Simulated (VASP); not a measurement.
Write the native input for VASP 6.6.1 that does the following.

| Property | Result |
| --- | --- |
| Task | single point |
| Functional | BLYP |
| Potentials or basis | VASP PAW PBE potentials, release 64 (Cs_sv) |
| Cutoff | 500 eV |
| k mesh | 6 × 6 × 6 |
| Occupations | fermi-dirac, width 0.05 eV |
| Spin | no spin polarisation |
| Dipole correction | no |
| Further INCAR settings | ALGO = Normal; EDIFF = 1e-06; NBANDS = 10 |

The structure of Cs lies in POSCAR:

```
Cs
1.0
   -3.0335000000      3.0335000000      3.0335000000
    3.0335000000     -3.0335000000      3.0335000000
    3.0335000000      3.0335000000     -3.0335000000
Cs
1
Direct
    0.0000000000      0.0000000000      0.0000000000
```

The input as run:

INCAR

```
SYSTEM = Cs
PREC = Accurate ; ENCUT = 500
EDIFF = 1E-6 ; ISMEAR = -1
SIGMA = 0.05 ; LREAL = .False.
LASPH = .True. ; NELM = 120
ALGO = Normal ; ISIF = 2
LWAVE = .False. ; LCHARG = .True.
GGA = B5 ; ALDAX = 1.0
AGGAX = 1.0 ; AGGAC = 1.0
ALDAC = 0.0 ; LELF = .True.
LVHAR = .True. ; NBANDS = 10
GGA_COMPAT = .False.
```

KPOINTS

```
regular mesh
0
Gamma
  6 6 6
  0 0 0
```

Potentials or basis: VASP PAW PBE potentials, release 64 (Cs_sv).

Launch:

```sh
$ cat potpaw_PBE.64/Cs_sv/POTCAR > POTCAR
$ mpirun -np 1 vasp_std > vasp.out
```

Results of the run:

```
Pressure : 0.2 GPa
```

Caveat: the PAW data sets were made with another functional, which shifts forces and pressure a little.

Run time: 41 s on 1 thread of Intel Xeon 8259CL, on a shared host, peak memory 0.23 GiB.
